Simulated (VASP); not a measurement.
Set up this calculation in VASP 6.6.1, as the native input.

```yaml
Task: single point
Functional: r2SCAN
Potentials_or_basis: VASP PAW PBE potentials, release 64 (W_sv, S)
Cutoff: 520 eV
k_mesh: 12 × 12 × 12
Occupations: gaussian, width 0.1 eV
Spin: collinear spin
Starting_moments: "[3.03, -0.32] μB"
Hubbard_terms: W d U = 6.2 eV
Dipole_correction: no
Further_INCAR_settings: ALGO = Normal; EDIFF = 1e-07; NBANDS = 21
```

Crystal: WS.

```
CELL_PARAMETERS angstrom
0.00000 2.95947 2.95947
2.95947 0.00000 2.95947
2.95947 2.95947 0.00000
ATOMIC_POSITIONS crystal
W 0.00000 0.00000 0.00000
S 0.25000 0.25000 0.25000
```

The input as run:

POSCAR

```
WS
1.0
    0.0000000000      2.9594703353      2.9594703353
    2.9594703353      0.0000000000      2.9594703353
    2.9594703353      2.9594703353      0.0000000000
W S
1 1
Direct
    0.0000000000      0.0000000000      0.0000000000
    0.2500000000      0.2500000000      0.2500000000
```

INCAR.step1

```
SYSTEM = WS
PREC = Accurate ; ENCUT = 520
ISMEAR = 0 ; SIGMA = 0.1
LREAL = .False. ; LASPH = .True.
NELM = 150 ; ISPIN = 2
MAGMOM = 3.03 -0.32 ; LMAXMIX = 4
LDAU = .True. ; LDAUTYPE = 2
LDAUL = 2 -1 ; LDAUU = 6.2 0
LDAUJ = 0 0 ; NBANDS = 21
GGA = PE ; ALGO = Normal
EDIFF = 1E-4 ; LWAVE = .True.
LCHARG = .False.
```

INCAR.step2

```
SYSTEM = WS
PREC = Accurate ; ENCUT = 520
EDIFF = 1E-7 ; ISMEAR = 0
SIGMA = 0.1 ; LREAL = .False.
LASPH = .True. ; NELM = 150
ALGO = Normal ; ISIF = 2
LWAVE = .False. ; LCHARG = .False.
ISPIN = 2 ; MAGMOM = 3.03 -0.32
LORBIT = 11 ; LMAXMIX = 4
LDAU = .True. ; LDAUTYPE = 2
LDAUL = 2 -1 ; LDAUU = 6.2 0
LDAUJ = 0 0 ; LDAUPRINT = 1
METAGGA = R2SCAN ; LMIXTAU = .True.
NBANDS = 21 ; ISTART = 1
```

KPOINTS

```
regular mesh
0
Gamma
  12 12 12
  0 0 0
```

Potentials or basis: VASP PAW PBE potentials, release 64 (W_sv, S).

Run with:

```console
$ cat potpaw_PBE.64/W_sv/POTCAR potpaw_PBE.64/S/POTCAR > POTCAR
$ cp INCAR.step1 INCAR
$ mpirun -np 1 vasp_std > vasp.out
$ cp INCAR.step2 INCAR
$ mpirun -np 1 vasp_std > vasp.out
```

Results of the run:

* Pressure: -1.7 GPa
* Band gap on the k mesh: zero (filled and empty bands overlap)
* Net moment: 4.00 μB per cell
* Site moments: W +3.25; S -0.21 μB
* Valence electrons inside the program's atomic spheres: W 11.80; S 3.71

Caveat: the PAW data sets were made with another functional, which shifts forces and pressure a little; spin-orbit coupling is left out, which moves the levels of the heavy elements.

Wall time 5 min on 1 thread of Intel(R) Xeon(R) Platinum 8488C (Sapphire Rapids), with other jobs on the host, peak memory 0.3 GiB.
